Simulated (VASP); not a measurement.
# Si (Fd-3m) in VASP: single point with LDA

Aim: the single point of Si with LDA.

Program: VASP 6.6.1. These are calculated values, not measurements. Logs are shortened: lines on timing, memory, paths and dates and some standing lists are left out, and cuts for length are marked.

## 1. The cell of the first run

Symmetry: Fd-3m, No. 227, cubic system. The conventional cell has a = 5.402 Å, b = 5.402 Å, c = 5.402 Å, α = 90.00°, β = 90.00°, γ = 90.00°. Within 3.1 Å of Si (site symmetry -43m) lie 4 Si at 2.34 Å.

## 2. Single point, LDA

Input file INCAR:

```
SYSTEM = Si
PREC = Accurate
ENCUT = 500
EDIFF = 1E-6
ISMEAR = 0
SIGMA = 0.02
LREAL = .False.
LASPH = .True.
NELM = 120
ALGO = Normal
ISIF = 2
LWAVE = .False.
LCHARG = .False.
GGA = CA
NBANDS = 11
GGA_COMPAT = .False.
```

Input file KPOINTS:

```
regular mesh
0
Gamma
  8 8 8
  0 0 0
```

Input file POSCAR:

```
Si
1.0
    0.0000000000      2.7009711365      2.7009711365
    2.7009711365      0.0000000000      2.7009711365
    2.7009711365      2.7009711365      0.0000000000
Si
2
Direct
    0.7500000000      0.7500000000      0.7500000000
    0.5000000000      0.5000000000      0.5000000000
```

Potentials or basis: VASP PAW LDA potentials, release 64 (Si).

On the command line:

```
$ cat potpaw_LDA.64/Si/POTCAR > POTCAR
$ mpirun -np 1 vasp_std > vasp.out
```

OUTCAR:

```text
SYSTEM = Si
   PREC = Accurate
   ENCUT = 500
   EDIFF = 1E-6
   ISMEAR = 0
   LREAL = .False.
   LASPH = .True.
   NELM = 120
   ISIF = 2
   GGA = CA

 ion  position               nearest neighbor table
   1  0.750  0.750  0.750-   2 2.34   2 2.34   2 2.34   2 2.34
   2  0.500  0.500  0.500-   1 2.34   1 2.34   1 2.34   1 2.34

  LATTYP: Found a face centered cubic cell.
 ALAT       =     5.4019422730

  Lattice vectors:

 A1 = (   0.0000000000,   2.7009711365,   2.7009711365)
 A2 = (   2.7009711365,   0.0000000000,   2.7009711365)
 A3 = (   2.7009711365,   2.7009711365,   0.0000000000)

Analysis of symmetry for initial positions (statically):
=====================================================================
 Subroutine PRICEL returns:
 Original cell was already a primitive cell.

 Routine SETGRP: Setting up the symmetry group for a
 face centered cubic supercell.

 Subroutine GETGRP returns: Found 48 space group operations
 (whereof 24 operations were pure point group operations)
 out of a pool of 48 trial point group operations.

The static configuration has the point symmetry T_d .
 The point group associated with its full space group is O_h .

Analysis of symmetry for dynamics (positions and initial velocities):
=====================================================================
 Subroutine PRICEL returns:
 Original cell was already a primitive cell.

 Routine SETGRP: Setting up the symmetry group for a
 face centered cubic supercell.

 Subroutine GETGRP returns: Found 48 space group operations
 (whereof 24 operations were pure point group operations)
 out of a pool of 48 trial point group operations.

The dynamic configuration has the point symmetry T_d .
 The point group associated with its full space group is O_h .

 Subroutine INISYM returns: Found 48 space group operations
 (whereof 24 operations are pure point group operations),
 and found     1 'primitive' translations

----------------------------------------------------------------------------------------

                                     Primitive cell

  volume of cell :      39.4085

  direct lattice vectors                    reciprocal lattice vectors
     0.000000000  2.700971137  2.700971137    -0.185118602  0.185118602  0.185118602
     2.700971137  0.000000000  2.700971137     0.185118602 -0.185118602  0.185118602
     2.700971137  2.700971137  0.000000000     0.185118602  0.185118602 -0.185118602

  length of vectors
     3.819750013  3.819750013  3.819750013     0.320634824  0.320634824  0.320634824

[... 88 lines left out ...]
   POTIM  = 0.5000    time-step for ionic-motion
   TEBEG  =    0.0;   TEEND  =   0.0 temperature during run
   PSTRESS=    0.0 pullay stress
   NELECT =       8.0000    total number of electrons
   NUPDOWN=      -1.0000    fix difference up-down
   EMIN   =  10.00;   EMAX   =-10.00  energy-range for DOS
   EFERMI =   0.00;   METHOD = LEGACY
   ISMEAR =     0;   SIGMA  =   0.02  broadening in eV -4-tet -1-fermi 0-gaus
   EFERMI_NEDOS =   21; number of points for ismear=-14 and -15
   IALGO  =     38    algorithm
   IMIX   =      4    mixing-type and parameters
     AMIX     =   0.40;   BMIX     =  1.00
     AMIX_MAG =   1.60;   BMIX_MAG =  1.00
  volume/ion in A,a.u.               =      19.70       132.97
  Fermi-wavevector in a.u.,A,eV,Ry     =   0.962147  1.818195 12.595285  0.925727
  Thomas-Fermi vector in A             =   2.091581
   LORBIT       =      0    0 simple, 1 ext, 2 COOP (PROOUT), +10 PAW based schemes
   GGA     = CA    functional components
   LHFCALC =     F    Hartree Fock is set to
   AEXX    =    0.0000 exact exchange contribution
   IVDW    =     0    specifies the selected vdW correction
   LEPSILON=     F    determine dielectric tensor
   LRPA    =     F    only Hartree local field effects (RPA)
 non-spin polarized calculation
 Gauss-broadening in eV      SIGMA  =   0.02
  energy-cutoff  :      500.00
  volume of cell :       39.41
 maximum number of plane-waves:      1012
   NGX = 13   NGY = 13   NGZ = 13

 number of electron       8.0000001 magnetization

 Free energy of the ion-electron system (eV)
  ---------------------------------------------------
  ext. energy  EPLUGINS =         0.00000000
  ---------------------------------------------------
  free energy    TOTEN  =       -11.91552722 eV

  energy without entropy =      -11.91552722  energy(sigma->0) =      -11.91552722

 E-fermi :   6.0811     XC(G=0):  -9.6652

 val. band max:        5.9350722625   @ k =   0.0000   0.0000   0.0000
 cond. band min:       6.4244050349   @ k =   0.3750   0.3750   0.0000
 fundamental gap:      0.4893327724
 Fermi energy:         6.0811415364

 k-point     1 :       0.0000    0.0000    0.0000
  band No.  band energies     occupation
      1      -6.1320      2.00000
      2       5.9351      2.00000
      3       5.9351      2.00000
      4       5.9351      2.00000
      5       8.4652      0.00000
      6       8.4652      0.00000
      7       8.4652      0.00000
      8       9.3273      0.00000
      9      13.6702      0.00000
     10      13.6702      0.00000
     11      13.6793      0.00000
[... 309 lines left out ...]
 k-point    24 :      -0.3750    0.2500    0.1250
  band No.  band energies     occupation
      1      -3.2085      2.00000
      2      -0.9220      2.00000
      3       2.4194      2.00000
      4       3.7332      2.00000
      5       8.9552      0.00000
      6       8.9746      0.00000
      7      11.8274      0.00000
      8      13.0035      0.00000
      9      13.3030      0.00000
     10      16.4683      0.00000
     11      17.6291      0.00000

 [... further k-points ...]

------------------------ aborting loop because EDIFF is reached ----------------------------------------

  FORCE on cell =-STRESS in cart. coord.  units (eV):
  Direction    XX          YY          ZZ          XY          YZ          ZX
  --------------------------------------------------------------------------------------
  -------------------------------------------------------------------------------------
  Total        0.0136364      0.0136364      0.0136364      0.0000000      0.0000000      0.0000000
  in kB        0.5543980      0.5543980      0.5543980      0.0000000      0.0000000      0.0000000
  external PRESSURE =       0.5543980 kB  Pullay stress =       0.0000000 kB

 VOLUME and BASIS-vectors are now :
 -----------------------------------------------------------------------------
  energy-cutoff  :      500.00
  volume of cell :       39.41
      direct lattice vectors                 reciprocal lattice vectors
     0.000000000  2.700971137  2.700971137    -0.185118602  0.185118602  0.185118602
     2.700971137  0.000000000  2.700971137     0.185118602 -0.185118602  0.185118602
     2.700971137  2.700971137  0.000000000     0.185118602  0.185118602 -0.185118602

 POSITION                                       TOTAL-FORCE (eV/Angst)
 -----------------------------------------------------------------------------------
      4.05146      4.05146      4.05146         0.000000      0.000000      0.000000
      2.70097      2.70097      2.70097        -0.000000     -0.000000     -0.000000
 -----------------------------------------------------------------------------------
    total drift:                                0.000000      0.000000     -0.000000

  FREE ENERGIE OF THE ION-ELECTRON SYSTEM (eV)
  ---------------------------------------------------
  free  energy   TOTEN  =       -11.9155272214 eV

  energy  without entropy=      -11.9155272214  energy(sigma->0) =      -11.91552722
```

stdout:

```text
POSCAR found type information on POSCAR Si
 POSCAR found :  1 types and       2 ions
 scaLAPACK will be used
 LDA part: xc-table for (Slater(with rela. corr.)+CA(PZ))
 , standard interpolation
 POSCAR, INCAR and KPOINTS ok, starting setup
 FFT: planning ... GRIDC
 FFT: planning ... GRID_SOFT
 FFT: planning ... GRID
 WAVECAR not read
 entering main loop
```

Wall time 7.4 s (1 thread of Intel Xeon 6975P-C, shared host); peak memory 0.13 GiB.

What came out:

- Free energy: -11.9155 eV
- Pressure: 0.1 GPa
- Band gap on the k mesh: 0.49 eV, indirect (least direct gap 2.53 eV)

Levels at points of the mesh, in eV from the valence-band top:
| k point | band 1 | band 2 | band 3 | band 4 | band 5 | band 6 | band 7 | band 8 | band 9 |
| --- | --- | --- | --- | --- | --- | --- | --- | --- | --- |
| (0.00, 0.00, 0.00) | -12.07 | 0.00 | 0.00 | 0.00 | 2.53 | 2.53 | 2.53 | 3.39 | 7.74 |
| (0.50, 0.00, 0.00) | -9.69 | -7.07 | -1.21 | -1.21 | 1.49 | 3.28 | 3.28 | 7.54 | 10.56 |
| (0.50, 0.50, 0.00) | -7.87 | -7.87 | -2.90 | -2.90 | 0.57 | 0.57 | 10.11 | 10.11 | 10.97 |

A k mesh can miss the band edges.
